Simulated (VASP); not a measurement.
A run of VASP 6.6.1:

Contents of INCAR:

```
SYSTEM = Ru
PREC = Accurate ; ENCUT = 520
EDIFF = 1E-7 ; ISMEAR = -1
SIGMA = 0.05 ; LREAL = .False.
LASPH = .True. ; NELM = 100
ALGO = Normal ; ISIF = 2
LWAVE = .False. ; LCHARG = .True.
GGA = PE ; IVDW = 12
LELF = .True. ; LVHAR = .True.
NBANDS = 13
```

Contents of KPOINTS:

```
regular mesh
0
Gamma
  9 9 9
  0 0 0
```

Contents of POSCAR:

```
Ru
1.0
    2.4600000000      0.0000000000      0.0000000000
    0.0000000000      2.4600000000      0.0000000000
    0.0000000000      0.0000000000      2.4600000000
Ru
1
Direct
    0.0000000000      0.0000000000      0.0000000000
```

Potentials or basis: VASP PAW PBE potentials, release 64 (Ru_pv).

Command:

```console
$ cat potpaw_PBE.64/Ru_pv/POTCAR > POTCAR
$ mpirun -np 1 vasp_std > vasp.out
```

Hardware: 1 thread of Intel Xeon 8259CL, on a shared host.

How long does it take, and how much memory?

Wall time 7.8 s on 1 thread of Intel Xeon 8259CL (shared host), peak memory 0.13 GiB. Counts: scf iterations 11, k points 35.
